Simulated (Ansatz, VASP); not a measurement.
**ZnSe: VASP beside Ansatz**

INCAR

```
PREC = Accurate
ENCUT = 520
EDIFF = 1E-7
ISMEAR = 0
SIGMA = 0.01
LREAL = F
LASPH = T
NELM = 150
ALGO = Normal
ISIF = 2
LWAVE = F
LCHARG = T
MAGMOM = 0 0 0 0 0 0
LORBIT = 11
LSORBIT = T
GGA_COMPAT = F
LORBMOM = T
GGA = PS
LVHAR = T
NBANDS = 30
```

The input KPOINTS:

```
Automatic mesh
0
Gamma
  8 8 8
```

File POSCAR:

```
ZnSe
1.0
    2.8165925223      2.8165925223      0.0000000000
   -2.8165925223      2.8165925223      0.0000000000
    0.0000000000      2.8165925223      2.8165925223
Zn Se
1 1
Direct
    0.0000000000      0.0000000000      0.0000000000
    0.7500000000      0.2500000000      0.5000000000
```

Input for Ansatz:

```yaml
crystal:
  lattice:
    - [2.81659252234, 2.81659252234, 0.0]
    - [-2.81659252234, 2.81659252234, 0.0]
    - [0.0, 2.81659252234, 2.81659252234]
  atoms:
    - { symbol: Zn, position: [0.0, 0.0, 0.0] }
    - { symbol: Se, position: [0.75, 0.25, 0.5] }
kpoints:
  mp_grid: { grid: [8, 8, 8] }
scf:
  occupations: { method: fixed }
hamiltonian:
  xc: pbesol
  pseudopotentials: { kind: all_electron, lapw: { basis_error: 0.001 } }
magnetization:
  noncollinear: true
  spin_orbit: true
output:
  forces: true
  stress: true
  eigenvalues: true
  eigenstates:
    nscf_kmesh: { grid: [12, 12, 12] }
    de_dk: true
    e_range: [-9, 11.23966524054]
checkpoint:
  write: ck
  write_wavefunctions: false
```

Alike in both runs: task single point; functional PBEsol; k mesh 8 × 8 × 8; non-collinear spin, spin-orbit coupling.

|  | VASP | Ansatz |
| --- | --- | --- |
| version | VASP 6.6.1 | Ansatz 0.2.0 |
| potentials or method | VASP PAW PBE potentials, release 64 (Zn, Se), cutoff 520 eV | all-electron LAPW |
| occupations | gaussian, width 0.01 eV | fixed |

|  | VASP | Ansatz | Ansatz less VASP |
| --- | --- | --- | --- |
| pressure (GPa) | 0.3 | 0.0 | -0.26 |

VASP's potentials were made for PBE, not for PBEsol. Ansatz ran all-electron here, and VASP with PAW potentials.
